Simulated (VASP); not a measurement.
Here is a VASP 6.6.1 calculation.

INCAR

```
ALGO = Normal ; EDIFF = 1E-6
ENCUT = 520 ; GGA = PE
ISIF = 2 ; ISMEAR = 0
LASPH = T ; LCHARG = F
LREAL = F ; LWAVE = F
NBANDS = 14 ; NELM = 80
PREC = Accurate ; SIGMA = 0.014
```

KPOINTS

```
k-points
0
Gamma
  10 10 7
```

Contents of POSCAR:

```
ZrB
1.0
    1.9614334600     -1.9857162700      0.0000000000
    1.9614334600      1.9857162700      0.0000000000
    0.0000000000      0.0000000000      4.0139456300
Zr B
1 1
Direct
    0.0000000000      0.0000000000      0.5000000000
    0.5000000000      0.5000000000      0.5000000000
```

Potentials or basis: VASP PAW PBE potentials, release 64 (Zr_sv, B).

Launch:

```console
$ cat potpaw_PBE.64/Zr_sv/POTCAR potpaw_PBE.64/B/POTCAR > POTCAR
$ mpirun -np 1 vasp_std > vasp.out
```

**Question.** Predict the pressure.

**Answer.** 76.5 GPa.

Stress tensor (GPa, compression positive):
```
115.77   0.00   0.00
  0.00 112.95   0.00
  0.00   0.00   0.73
```
